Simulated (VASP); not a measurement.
A run of VASP 6.6.1:

The input INCAR:

```
SYSTEM = Al3BAs4
ALGO = Normal
EDIFF = 1E-6
ENCUT = 500
GGA = PE
GGA_COMPAT = .FALSE.
ISIF = 2
ISMEAR = 0
LASPH = .TRUE.
LCHARG = .TRUE.
LELF = .TRUE.
LREAL = .FALSE.
LVHAR = .TRUE.
LWAVE = .FALSE.
NBANDS = 26
NELM = 120
PREC = Accurate
SIGMA = 0.1
```

File KPOINTS:

```
k-points
0
G
  4 4 2
  0 0 0
```

POSCAR

```
Al3BAs4
1.0
    3.8612326302      0.0000000000      0.0000000000
    0.0000000000      3.8612326302      0.0000000000
    0.0000000000      0.0000000000     11.2552416367
Al B As
3 1 4
Direct
    0.0000000000      0.0000000000      0.7350002664
    0.5000000000      0.5000000000      0.0000000000
    0.0000000000      1.0000000000      0.2649997336
    0.5000000000      0.5000000000      0.5000000000
    0.5000000000      0.0000000000      0.8673751438
    0.0000000000      0.5000000000      0.1326248562
    0.5000000000      0.0000000000      0.3993137402
    0.0000000000      0.5000000000      0.6006862598
```

Potentials or basis: VASP PAW PBE potentials, release 64 (Al, B, As).

Command:

```bash
$ cat potpaw_PBE.64/Al/POTCAR potpaw_PBE.64/B/POTCAR potpaw_PBE.64/As/POTCAR > POTCAR
$ mpirun -np 1 vasp_std > vasp.out
```

Hardware: 1 thread of AMD EPYC 7R13, with other jobs on the host.

How long does it take, and how much memory?

It took 66 s on 1 thread of AMD EPYC 7R13, on a shared host, peak memory 0.22 GiB. Counts: scf iterations 14, k points 12.
